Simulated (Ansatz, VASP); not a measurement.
Two plane-wave programs on Rb

INCAR

```
PREC = Accurate ; ENCUT = 520
EDIFF = 1E-6 ; ISMEAR = 0
SIGMA = 0.15 ; LREAL = False
LASPH = True ; NELM = 100
ALGO = Fast ; ISIF = 2
LWAVE = False ; LCHARG = False
GGA = PS ; NBANDS = 10
```

File KPOINTS:

```
Automatic mesh
0
Gamma
  12 12 12
```

File POSCAR:

```
Rb
1.0
    0.0000000000      3.7308817867      3.6398846700
    3.7308817867      0.0000000000      3.6398846700
    3.7308817867      3.7308817867      0.0000000000
Rb
1
Direct
    0.0000000000      0.0000000000      0.0000000000
```

Input for Ansatz:

```yaml
crystal:
  lattice:
    - [0.0, 3.7308817867, 3.63988467]
    - [3.7308817867, 0.0, 3.63988467]
    - [3.7308817867, 3.7308817867, 0.0]
  atoms:
    - { symbol: Rb, position: [0.0, 0.0, 0.0] }
basis:
  ecutwfc: 420
kpoints:
  mp_grid: { grid: [12, 12, 12] }
hamiltonian:
  xc: pbesol
scf:
  occupations: { method: gaussian, width: 0.15 }
output:
  forces: true
  stress: true
  eigenvalues: true
```

Change from the starting cell: strain +0.0250 x Voigt [1, 1, 0, 0, 0, 0], atoms carried along.

Alike in both runs: task single point; functional PBEsol; k mesh 12 × 12 × 12; occupations gaussian, width 0.15 eV; no spin polarisation.

```csv
,VASP,Ansatz
version,VASP 6.6.1,Ansatz 0.2.0
potentials or method,"VASP PAW PBE potentials, release 64 (Rb_sv), cutoff 520 eV","scalar-relativistic, plane waves, PAW"
valence electrons in the cell,9,9
```

|  | VASP | Ansatz | Ansatz less VASP |
| --- | --- | --- | --- |
| gap on the k mesh at the Fermi level (eV) | none | none | - |
| pressure (GPa) | -0.3 | -0.3 | 0.00 |

VASP's potentials were made for PBE, not for PBEsol. A gap of «none» marks a metal or a gap that the smearing closes.
